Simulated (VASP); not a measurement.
# Ni (Fd-3m) in VASP: notebook, part 2 of 2

VASP 6.6.1. The steps go on from the part before.

**3. Relaxation of cell and atoms, RPBE, collinear spin, antiferromagnetic start**

This run uses another cell than the first one, of 14.77 Å³/atom.

Input file INCAR:

```
SYSTEM = Ni
ALGO = Normal
EDIFF = 1E-7
EDIFFG = -0.01
ENCUT = 600
GGA = RP
IBRION = 2
ISIF = 3
ISMEAR = -1
ISPIN = 2
LASPH = .True.
LCHARG = .False.
LMAXMIX = 4
LORBIT = 11
LREAL = .False.
LWAVE = .False.
MAGMOM = 0.8 -0.8
NELM = 150
NSW = 80
PREC = Accurate
SIGMA = 0.05
```

Input file KPOINTS:

```
k-points
0
Gamma
  11 11 11
  0 0 0
```

Input file POSCAR:

```
Ni
1.0
    0.0000000000      2.4534603088      2.4534603088
    2.4534603088      0.0000000000      2.4534603088
    2.4534603088      2.4534603088      0.0000000000
Ni
2
Direct
    0.1250000000      0.1250000000      0.1250000000
    0.8750000000      0.8750000000      0.8750000000
```

Potentials or basis: VASP PAW PBE potentials, release 64 (Ni).

On the command line:

```console
$ cat potpaw_PBE.64/Ni/POTCAR > POTCAR
$ mpirun -np 1 vasp_std > vasp.out
```

OUTCAR:

```text
SYSTEM = Ni
   EDIFF = 1E-7
   EDIFFG = -0.01
   ENCUT = 600
   GGA = RP
   IBRION = 2
   ISIF = 3
   ISMEAR = -1
   ISPIN = 2
   LASPH = .True.
   LORBIT = 11
   LREAL = .False.
   NELM = 150
   NSW = 80
   PREC = Accurate

 ion  position               nearest neighbor table
   1  0.125  0.125  0.125-   2 2.12   2 2.12   2 2.12   2 2.12
   2  0.875  0.875  0.875-   1 2.12   1 2.12   1 2.12   1 2.12

  LATTYP: Found a face centered cubic cell.
 ALAT       =     4.9069206176

  Lattice vectors:

 A1 = (   0.0000000000,   2.4534603088,   2.4534603088)
 A2 = (   2.4534603088,   0.0000000000,   2.4534603088)
 A3 = (   2.4534603088,   2.4534603088,   0.0000000000)

Analysis of symmetry for initial positions (statically):
=====================================================================
 Subroutine PRICEL returns:
 Original cell was already a primitive cell.

 Routine SETGRP: Setting up the symmetry group for a
 face centered cubic supercell.

 Subroutine GETGRP returns: Found 48 space group operations
 (whereof 12 operations were pure point group operations)
 out of a pool of 48 trial point group operations.

The static configuration has the point symmetry D_3d.
 The point group associated with its full space group is O_h .

Analysis of symmetry for dynamics (positions and initial velocities):
=====================================================================
 Subroutine PRICEL returns:
 Original cell was already a primitive cell.

 Routine SETGRP: Setting up the symmetry group for a
 face centered cubic supercell.

 Subroutine GETGRP returns: Found 48 space group operations
 (whereof 12 operations were pure point group operations)
 out of a pool of 48 trial point group operations.

The dynamic configuration has the point symmetry D_3d.
 The point group associated with its full space group is O_h .

Analysis of structural, dynamic, and magnetic symmetry:
=====================================================================
 Subroutine PRICEL returns:
 Original cell was already a primitive cell.

[... 154 lines left out ...]
  ext. energy  EPLUGINS =         0.00000000
  ---------------------------------------------------
  free energy    TOTEN  =        -7.25451962 eV

  energy without entropy =       -7.18622872  energy(sigma->0) =       -7.22037417

------------------------ aborting loop because EDIFF is reached ----------------------------------------

  FORCE on cell =-STRESS in cart. coord.  units (eV):
  Direction    XX          YY          ZZ          XY          YZ          ZX
  --------------------------------------------------------------------------------------
  -------------------------------------------------------------------------------------
  Total        3.0898051      3.0898051      3.0898051      0.0000000      0.0000000      0.0000000
  in kB      167.6002138    167.6002138    167.6002138      0.0000000      0.0000000      0.0000000
  external PRESSURE =     167.6002138 kB  Pullay stress =       0.0000000 kB
[... 25 lines left out ...]
 number of electron      19.9999996 magnetization       0.0000000

 number of electron      19.9999996 magnetization      -0.0000000

 E-fermi :   3.7449     XC(G=0): -10.0066

 val. band max:        3.7427406864   @ k =  -0.2727   0.3636   0.0909
 cond. band min:       3.7506001973   @ k =   0.4545   0.1818   0.0909
 fundamental gap:      0.0078595109
 Fermi energy:         3.7449439355

 spin component 1

 k-point     1 :       0.0000    0.0000    0.0000
  band No.  band energies     occupation
      1      -2.0889      1.00000
      2       1.5434      1.00000
      3       1.5434      1.00000
      4       1.5598      1.00000
      5       1.5598      1.00000
      6       1.5598      1.00000
      7       2.8475      1.00000
      8       2.8475      1.00000
      9       2.8475      1.00000
     10       3.6713      0.81354
     11       3.6713      0.81354
     12      14.7933      0.00000
[... 842 lines left out ...]
 number of electron      20.0000020 magnetization      -0.0000000

 number of electron      20.0000020 magnetization       0.0000000

 Free energy of the ion-electron system (eV)
  ---------------------------------------------------
  ext. energy  EPLUGINS =         0.00000000
  ---------------------------------------------------
  free energy    TOTEN  =        -7.47025234 eV

  energy without entropy =       -7.39326553  energy(sigma->0) =       -7.43175893

 E-fermi :   4.3475     XC(G=0): -10.3448

 val. band max:        4.3463885395   @ k =  -0.3636   0.2727   0.0000
 cond. band min:       4.3578357866   @ k =   0.4545   0.1818   0.0909
 fundamental gap:      0.0114472471
 Fermi energy:         4.3475070594

 spin component 1

 k-point     1 :       0.0000    0.0000    0.0000
  band No.  band energies     occupation
      1      -1.8215      1.00000
      2       1.9219      1.00000
      3       1.9219      1.00000
      4       1.9589      1.00000
      5       1.9589      1.00000
      6       1.9589      1.00000
      7       3.3569      1.00000
      8       3.3569      1.00000
      9       3.3569      1.00000
     10       4.2729      0.81651
     11       4.2729      0.81651
     12      15.9655      0.00000
[... 834 lines left out ...]
  FREE ENERGIE OF THE ION-ELECTRON SYSTEM (eV)
  ---------------------------------------------------
  free  energy   TOTEN  =        -7.4702523370 eV

  energy  without entropy=       -7.3932655312  energy(sigma->0) =       -7.43175893

 reached required accuracy - stopping structural energy minimisation

 total charge

# of ion       s       p       d       tot
------------------------------------------
    1        0.520   0.318   8.341   9.179
    2        0.520   0.318   8.341   9.179
--------------------------------------------------
tot          1.040   0.636  16.682  18.358

 magnetization (x)

# of ion       s       p       d       tot
------------------------------------------
    1       -0.000  -0.000  -0.000  -0.000
    2        0.000   0.000   0.000   0.000
--------------------------------------------------
tot          0.000   0.000   0.000   0.000
```

It took 4.5 min on 1 thread of Intel Xeon 8259CL, shared host; peak memory 0.2 GiB.

Results:

```
Free energy                                           : -7.4703 eV
Relaxed volume                                        : 17.13 Å³/atom
Relaxed cell                                          : a = 3.646 Å, b = 3.646 Å, c = 3.646 Å, α = 60.00°, β = 60.00°, γ = 60.00°
Space group after relaxing (to 0.1 Å)                 : Fd-3m (No. 227)
Energy gained by relaxing                             : 107.9 meV/atom
Ionic steps                                           : 3
Pressure after relaxing                               : 0.1 GPa
Band gap on the k mesh                                : zero (filled and empty bands overlap)
Net moment                                            : 0.00 μB per cell
Valence electrons inside the program's atomic spheres : Ni 9.18
```

Step by step:
| step | energy change (eV) | largest force (eV/Å) | pressure (GPa) | volume (Å³) |
| --- | --- | --- | --- | --- |
| 1 | 0.0000 | 0.0000 | 16.76 | 29.54 |
| 2 | -0.1810 | 0.0000 | -4.44 | 36.65 |
| 3 | -0.2157 | 0.0000 | 0.09 | 34.26 |

Final structure:
```xyz
2
Lattice="0.0000 2.5779 2.5779 2.5779 0.0000 2.5779 2.5779 2.5779 0.0000" Properties=species:S:1:pos:R:3 pbc="T T T"
Ni    0.6445    0.6445    0.6445
Ni    4.5113    4.5113    4.5113
```

Caveat: the volume moved by over 15 % at a fixed basis, so the end points are rough; the PAW data sets were made with another functional, which shifts forces and pressure a little.

**4. Single point, RPBE, collinear spin, ferromagnetic start**

This run uses another cell than the first one, of 17.21 Å³/atom.

Input file INCAR:

```
SYSTEM = Ni
PREC = Accurate
ENCUT = 520
EDIFF = 1E-6
ISMEAR = -1
SIGMA = 0.05
LREAL = .FALSE.
LASPH = .TRUE.
NELM = 150
ALGO = Normal
ISIF = 2
LWAVE = .FALSE.
LCHARG = .TRUE.
ISPIN = 2
MAGMOM = -0.857 -0.857
LORBIT = 11
LMAXMIX = 4
GGA = RP
LELF = .TRUE.
LVHAR = .TRUE.
NBANDS = 21
```

Input file KPOINTS:

```
Automatic mesh
0
G
  17 17 17
  0 0 0
```

Input file POSCAR:

```
Ni
1.0
    0.0000000000      2.5819774972      2.5819774972
    2.5819774972      0.0000000000      2.5819774972
    2.5819774972      2.5819774972      0.0000000000
Ni
2
Direct
    0.1250000000      0.1250000000      0.1250000000
    0.8750000000      0.8750000000      0.8750000000
```

On the command line:

```console
$ cat potpaw_PBE.64/Ni/POTCAR > POTCAR
$ mpirun -np 1 vasp_std > vasp.out
```

It took 6 min on 1 thread of Intel Xeon 8259CL, shared host; peak memory 0.29 GiB.

Results (log left out):

```yaml
Free_energy: -7.6593 eV
Pressure: 0.1 GPa
Net_moment: -1.59 μB per cell
Site_moments: Ni -0.81 μB
Valence_electrons_inside_the_program's_atomic_spheres: Ni 9.16
```

Levels at points of the mesh, in eV from the Fermi level:
Spin up:
```csv
k point,band 5,band 6,band 7,band 8,band 9,band 10,band 11,band 12,band 13,band 14
"(0.00, 0.00, 0.00)",-2.27,-2.27,-0.83,-0.83,-0.83,0.10,0.10,11.41,11.41,11.41
```
Spin down:
| k point | band 8 | band 9 | band 10 | band 11 | band 12 | band 13 | band 14 | band 15 |
| --- | --- | --- | --- | --- | --- | --- | --- | --- |
| (0.00, 0.00, 0.00) | -1.70 | -1.70 | -0.82 | -0.82 | 11.29 | 11.29 | 11.29 | 11.91 |

Caveat: the PAW data sets were made with another functional, which shifts forces and pressure a little.

**5. The runs side by side**

| task | spin | cell | k mesh | cutoff (eV) | gap on the mesh (eV) | pressure (GPa) | moment (μB) |
| --- | --- | --- | --- | --- | --- | --- | --- |
| single point | collinear, ferromagnetic start | a = 3.792 Å, angles 60.0°, 2 atoms | 12 × 12 × 12 | 520 | none | -6.6 | 1.61 |
| relaxation of cell and atoms | collinear, antiferromagnetic start | relaxed from a = 3.470 Å, angles 60.0°, 2 atoms | 11 × 11 × 11 | 600 | none | 0.1 | 0.00 |
| single point | collinear, ferromagnetic start | a = 3.651 Å, angles 60.0°, 2 atoms | 17 × 17 × 17 | 520 | none | 0.1 | 1.59 |

Alike in all rows: level RPBE; potentials or basis VASP PAW PBE potentials, release 64 (Ni); smearing fermi-dirac 0.05 eV.

Caveats: the PAW data sets were made with another functional, which shifts forces and pressure a little; the cell stands under tension (at least some runs); the volume moved by over 15 % at a fixed basis, so the end points are rough (at least some runs).

Total energies depend on the potentials used, so only differences within one code and one set of settings carry meaning.
